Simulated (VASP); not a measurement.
# HC4 in VASP: notebook, part 2 of 2

VASP 6.6.1. The steps go on from the part before.

## 4. Single point, r2SCAN

Contents of POSCAR:

```
HC4
1.0
    5.0350011261      0.0000000000      0.0000000000
    0.0000000000      2.5175005631      0.0000000000
    0.0000000000      0.0000000000     19.7329018234
C H
16 4
Direct
    0.5000000000      0.5000000000      0.2357689632
    0.0000000000      0.5000000000      0.2357689632
    0.5000000000      0.0000000000      0.2808748918
    0.0000000000      0.0000000000      0.2808748918
    0.7500000000      0.0000000000      0.3259808203
    0.2500000000      0.0000000000      0.3259808203
    0.7500000000      0.5000000000      0.3710867489
    0.2500000000      0.5000000000      0.3710867489
   -0.0070922642      0.5000000000      0.4214545192
    0.5035402658      0.5000000000      0.4143704236
   -0.0082073901      0.0000000000      0.4702807753
    0.5087760317      0.0000000000      0.4580976275
    0.2587690948      0.0000000000      0.5073982031
    0.7216419181      0.0000000000      0.5190489607
    0.3616658288      0.5000000000      0.5358253084
    0.6251517626      0.5000000000      0.5643563376
    0.6429144453      0.5000000000      0.1982508924
    0.3570855547      0.5000000000      0.1982508924
    0.1423584706      0.5000000000      0.1980631397
   -0.1423584706      0.5000000000      0.1980631397
```

Contents of INCAR.step1:

```
ALGO     = Normal         # electronic algorithm
DIPOL    = 0.5 0.5 0.356
EDIFF    = 1E-4           # SCF threshold, eV
ENCUT    = 520            # plane-wave cutoff, eV
GGA      = PE             # functional
IDIPOL   = 3            
ISMEAR   = 0              # smearing method
LASPH    = T              # aspherical terms in the spheres
LCHARG   = F              # write CHGCAR
LDIPOL   = T            
LREAL    = Auto         
LWAVE    = T              # write WAVECAR
NBANDS   = 50             # bands
NELM     = 80             # most SCF steps
PREC     = Accurate       # precision mode
SIGMA    = 0.05           # smearing width, eV
```

Contents of INCAR.step2:

```
ALGO     = Normal         # electronic algorithm
DIPOL    = 0.5 0.5 0.356
EDIFF    = 1E-6           # SCF threshold, eV
ENCUT    = 520            # plane-wave cutoff, eV
IDIPOL   = 3            
ISIF     = 2              # what is computed and relaxed
ISMEAR   = 0              # smearing method
ISTART   = 1            
LASPH    = T              # aspherical terms in the spheres
LCHARG   = F              # write CHGCAR
LDIPOL   = T            
LMIXTAU  = T            
LREAL    = Auto         
LWAVE    = F              # write WAVECAR
METAGGA  = R2SCAN         # meta-GGA
NBANDS   = 50             # bands
NELM     = 80             # most SCF steps
PREC     = Accurate       # precision mode
SIGMA    = 0.05           # smearing width, eV
```

Contents of KPOINTS:

```
k-points
0
Gamma
  5 10 1
```

Potentials or basis: VASP PAW PBE potentials, release 64 (C, H).

On the command line:

```console
$ cat potpaw_PBE.64/C/POTCAR potpaw_PBE.64/H/POTCAR > POTCAR
$ cp INCAR.step1 INCAR
$ mpirun -np 1 vasp_std > vasp.out
$ cp INCAR.step2 INCAR
$ mpirun -np 1 vasp_std > vasp.out
```

OUTCAR:

```text
EDIFF = 1E-6
   ENCUT = 520
   ISIF = 2
   ISMEAR = 0
   ISTART = 1
   LASPH = T
   LREAL = Auto
   METAGGA = R2SCAN
   NELM = 80
   PREC = Accurate

 ion  position               nearest neighbor table
   1  0.500  0.500  0.236-  17 1.03  18 1.03   3 1.54   3 1.54
   2  0.000  0.500  0.236-  19 1.03  20 1.03   4 1.54   4 1.54
   3  0.500  0.000  0.281-   5 1.54   6 1.54   1 1.54   1 1.54
   4  0.000  0.000  0.281-   5 1.54   6 1.54   2 1.54   2 1.54
   5  0.750  0.000  0.326-   3 1.54   4 1.54   7 1.54   7 1.54
   6  0.250  0.000  0.326-   3 1.54   4 1.54   8 1.54   8 1.54
   7  0.750  0.500  0.371-  10 1.51   5 1.54   5 1.54   9 1.58
   8  0.250  0.500  0.371-  10 1.54   6 1.54   6 1.54   9 1.63
   9  0.993  0.500  0.421-   7 1.58  11 1.59  11 1.59   8 1.63
  10  0.504  0.500  0.414-   7 1.51  12 1.53  12 1.53   8 1.54
  11  0.992  0.000  0.470-  13 1.53   9 1.59   9 1.59  14 1.67
  12  0.509  0.000  0.458-  10 1.53  10 1.53  13 1.59  14 1.61
  13  0.259  0.000  0.507-  15 1.47  15 1.47  11 1.53  12 1.59
  14  0.722  0.000  0.519-  12 1.61  16 1.62  16 1.62  11 1.67
  15  0.362  0.500  0.536-  16 1.44  13 1.47  13 1.47
  16  0.625  0.500  0.564-  15 1.44  14 1.62  14 1.62
  17  0.643  0.500  0.198-   1 1.03
  18  0.357  0.500  0.198-   1 1.03
  19  0.142  0.500  0.198-   2 1.03
  20  0.858  0.500  0.198-   2 1.03
[... 1107 lines left out ...]

------------------------ aborting loop because EDIFF is reached ----------------------------------------

 vacuum level on the upper side and lower side of the slab       (xc-potential included)         2.289        -2.385

  FORCE on cell =-STRESS in cart. coord.  units (eV):
  Direction    XX          YY          ZZ          XY          YZ          ZX
  --------------------------------------------------------------------------------------
  -------------------------------------------------------------------------------------
  Total       28.0177141      3.5709896    -13.2814214      0.0000000      0.0000000      0.0402173
  in kB      179.4664114     22.8738395    -85.0736440      0.0000000      0.0000000      0.2576104
  external PRESSURE =      39.0888690 kB  Pullay stress =       0.0000000 kB

 VOLUME and BASIS-vectors are now :
 -----------------------------------------------------------------------------
  energy-cutoff  :      520.00
  volume of cell :      250.13
      direct lattice vectors                 reciprocal lattice vectors
     5.035001126  0.000000000  0.000000000     0.198609687  0.000000000  0.000000000
     0.000000000  2.517500563  0.000000000     0.000000000  0.397219375  0.000000000
     0.000000000  0.000000000 19.732901823     0.000000000  0.000000000  0.050676784

 POSITION                                       TOTAL-FORCE (eV/Angst)
 -----------------------------------------------------------------------------------
      2.51750      1.25875      4.65241        -0.016174      0.000000      1.903525
      0.00000      1.25875      4.65241         0.013510      0.000000      1.808031
      2.51750      0.00000      5.54248         0.040568      0.000000     -1.605601
      0.00000      0.00000      5.54248        -0.032265      0.000000     -1.729889
      3.77625      0.00000      6.43255         0.599736      0.000000      0.033111
      1.25875      0.00000      6.43255        -0.606185      0.000000      0.246406
[... 12 lines left out ...]
      0.71678      1.25875      3.90836         0.056248      0.000000     -0.057653
      4.31823      1.25875      3.90836        -0.059409      0.000000     -0.056236
 -----------------------------------------------------------------------------------
    total drift:                                0.001620      0.000000      0.018926

  FREE ENERGIE OF THE ION-ELECTRON SYSTEM (eV)
  ---------------------------------------------------
  free  energy   TOTEN  =      -162.0711970295 eV

  energy  without entropy=     -162.0711970295  energy(sigma->0) =     -162.07119703

 vacuum level on the upper side and lower side of the slab         7.890         3.082
```

OUTCAR.step1:

```text
EDIFF = 1E-4
   ENCUT = 520
   GGA = PE
   ISMEAR = 0
   LASPH = T
   LREAL = Auto
   NELM = 80
   PREC = Accurate

 ion  position               nearest neighbor table
[... 1171 lines left out ...]
      0.71678      1.25875      3.90836         0.165278      0.000000     -0.293542
      4.31823      1.25875      3.90836        -0.168314      0.000000     -0.291996
 -----------------------------------------------------------------------------------
    total drift:                                0.002759      0.000000      0.008465

  FREE ENERGIE OF THE ION-ELECTRON SYSTEM (eV)
  ---------------------------------------------------
  free  energy   TOTEN  =      -150.4864042505 eV

  energy  without entropy=     -150.4864042505  energy(sigma->0) =     -150.48640425

 vacuum level on the upper side and lower side of the slab         7.302         1.990
```

OSZICAR.step1:

```text
N       E                     dE             d eps       ncg     rms          rms(c)
DAV:   1     0.435907541030E+03    0.43591E+03   -0.31795E+04  1800   0.119E+03
DAV:   2    -0.110805272945E+03   -0.54671E+03   -0.51978E+03  2450   0.282E+02
DAV:   3    -0.157856573534E+03   -0.47051E+02   -0.46498E+02  2208   0.826E+01
DAV:   4    -0.159123269636E+03   -0.12667E+01   -0.12615E+01  2600   0.151E+01
DAV:   5    -0.159162006729E+03   -0.38737E-01   -0.38703E-01  2544   0.237E+00    0.178E+01
DAV:   6    -0.152622847063E+03    0.65392E+01   -0.64686E+00  2200   0.111E+01    0.102E+01
DAV:   7    -0.150638240789E+03    0.19846E+01   -0.63330E+00  2232   0.967E+00    0.332E+00
DAV:   8    -0.150550994294E+03    0.87246E-01   -0.84622E-01  2304   0.341E+00    0.167E+00
DAV:   9    -0.150515954027E+03    0.35040E-01   -0.30055E-01  2320   0.203E+00    0.542E-01
DAV:  10    -0.150502558831E+03    0.13395E-01   -0.37708E-02  2280   0.910E-01    0.286E-01
DAV:  11    -0.150493176987E+03    0.93818E-02   -0.94801E-03  2248   0.412E-01    0.116E-01
DAV:  12    -0.150490268710E+03    0.29083E-02   -0.11960E-03  2312   0.172E-01    0.757E-02
DAV:  13    -0.150486742037E+03    0.35267E-02   -0.19974E-03  2136   0.246E-01    0.369E-02
DAV:  14    -0.150486415562E+03    0.32647E-03   -0.53056E-04  2192   0.104E-01    0.262E-02
DAV:  15    -0.150486404250E+03    0.11312E-04   -0.21392E-04  1616   0.538E-02
   1 F= -.15048640E+03 E0= -.15048640E+03  d E =-.125248E-16
```

It took 41 min on 1 thread of Intel Xeon 8259CL, shared host; peak memory 0.43 GiB.

Results:

```yaml
Free_energy: -162.0712 eV
Largest_force: 6.117 eV/Å
Band_gap_on_the_k_mesh: 1.51 eV (least direct gap 1.77 eV)
```

Forces on the atoms (eV/Å):
```
C   -0.016  0.000  1.904
C    0.014  0.000  1.808
C    0.041  0.000 -1.606
C   -0.032  0.000 -1.730
C    0.600  0.000  0.033
C   -0.606  0.000  0.246
C    0.541  0.000  0.372
C   -0.538  0.000  1.091
C    0.020  0.000 -0.005
C   -0.025  0.000 -0.002
C   -0.032  0.000  0.011
C    0.016  0.000 -0.005
C   -0.053  0.000  0.005
C    0.053  0.000 -0.005
C   -0.044  0.000  4.220
C    0.063  0.000 -6.116
H    0.058  0.000 -0.052
H   -0.055  0.000 -0.055
H    0.056  0.000 -0.058
H   -0.059  0.000 -0.056
```

Caveat: the PAW data sets were made with another functional, which shifts forces and pressure a little.

## 5. Summary

```csv
cell,gap on the mesh (eV),largest force (eV/Å)
"as given, atomic positions A",1.27,4.85
"as given, atomic positions B",1.42,7.67
"as given, atomic positions C",1.51,6.12
```

Alike in all rows: task single point; level r2SCAN; potentials or basis VASP PAW PBE potentials, release 64 (C, H); no spin polarisation; k mesh 5 × 10 × 1; cutoff (eV) 520; smearing gaussian 0.05 eV.

Caveats: the PAW data sets were made with another functional, which shifts forces and pressure a little.

Absolute energies hang on the potentials; compare differences alone.
